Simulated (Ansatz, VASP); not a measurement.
**Two plane-wave programs on MgF2**

File INCAR:

```
SYSTEM = MgF2
PREC     = Accurate       ! precision mode
ENCUT    = 840            ! plane-wave cutoff, eV
EDIFF    = 1E-6           ! SCF threshold, eV
ISMEAR   = 0              ! smearing method
SIGMA    = 0.02           ! smearing width, eV
LREAL    = .FALSE.        ! projectors in reciprocal space
LASPH    = .TRUE.         ! aspherical terms in the spheres
NELM     = 120            ! most SCF steps
ALGO     = Normal         ! electronic algorithm
ISIF     = 2              ! what is computed and relaxed
LWAVE    = .FALSE.        ! write WAVECAR
LCHARG   = .FALSE.        ! write CHGCAR
GGA      = PE             ! functional
NBANDS   = 33             ! bands
GGA_COMPAT= .FALSE.
```

Contents of KPOINTS:

```
regular mesh
0
G
  4 4 6
  0 0 0
```

Contents of POSCAR:

```
MgF2
1.0
    4.6250000000      0.0000000000      0.0000000000
    0.0000000000      4.6250000000      0.0000000000
    0.0000000000      0.0000000000      3.0672600000
Mg F
2 4
Direct
    0.0000000000      0.0000000000      0.0000000000
    0.5000000000      0.5000000000      0.5000000000
    0.3030000000      0.3030000000      0.0000000000
    0.1970000000      0.8030000000      0.5000000000
    0.6970000000      0.6970000000      0.0000000000
    0.8030000000      0.1970000000      0.5000000000
```

Input for Ansatz:

```yaml
crystal:
  lattice:
    - [4.625, 0.0, 0.0]
    - [0.0, 4.625, 0.0]
    - [0.0, 0.0, 3.0672599999999997]
  atoms:
    - { symbol: Mg, position: [0.0, 0.0, 0.0] }
    - { symbol: Mg, position: [0.5, 0.5, 0.5] }
    - { symbol: F, position: [0.303, 0.303, 0.0] }
    - { symbol: F, position: [0.197, 0.803, 0.5] }
    - { symbol: F, position: [0.697, 0.697, 0.0] }
    - { symbol: F, position: [0.803, 0.197, 0.5] }
basis:
  ecutwfc: 520.0
kpoints:
  mp_grid:
    grid: [4, 4, 6]
hamiltonian:
  xc: pbe
scf:
  occupations:
    method: gaussian
    width: 0.02
output:
  stress: true
```

Alike in both runs: task single point; functional PBE; k mesh 4 × 4 × 6; occupations gaussian, width 0.02 eV; no spin polarisation.

```csv
,VASP,Ansatz
version,VASP 6.6.1,Ansatz 0.2.0
potentials or method,"VASP PAW PBE potentials, release 64 (Mg_sv, F), cutoff 840 eV","plane waves, PAW"
valence electrons in the cell,48,48
```

```csv
,VASP,Ansatz,Ansatz less VASP
pressure (GPa),3.9,3.9,0.00
"traceless stress, the component that is largest in VASP (GPa)",-0.17,-0.28,-0.110
```
